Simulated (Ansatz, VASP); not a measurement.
# Se in VASP and in Ansatz

```
Se
1.0
     4.33690    0.00000    0.00000
    -2.16845    3.75586    0.00000
     0.00000    0.00000    4.92035
Se
3
Direct
  0.22540 0.00000 0.33333
  0.00000 0.22540 0.66667
  0.77460 0.77460 0.00000
```

Change from the starting cell: volume scaled by 0.98, PAW files.

Alike in both runs: task electric field gradients; functional PBE; k mesh 6 × 6 × 5; occupations fermi-dirac, width 0.03 eV; no spin polarisation.

|  | VASP | Ansatz |
| --- | --- | --- |
| version | VASP 6.6.1 | Ansatz 0.2.0 |
| potentials or method | VASP PAW PBE potentials, release 64 (Se) | PAW with Ansatz's default frozen-core files, scalar-relativistic |
| plane-wave cutoff (eV) | 520 | 420 |
| valence electrons in the cell | 18 | 48 |

```tsv
	VASP	Ansatz	Ansatz less VASP
gap on the k mesh at the Fermi level (eV)	1.30	1.30	+0.001
pressure (GPa)	4.2	4.1	-0.15
traceless stress, the component that is largest in VASP (GPa)	1.69	1.64	-0.051
rms of the force components (eV/Å)	0.376	0.356	-0.0207
size of Vzz on the site where it differs most (V/Å²)	497.2	515.0	+17.75
```

Atom by atom the forces differ by 0.021 eV/Å (rms over components). The functional is the same, so the differences come from potentials, cutoffs and numerics. VASP's potentials hold 18 valence electrons a cell and Ansatz's 48, so a difference there can come from the potentials and not from the codes.
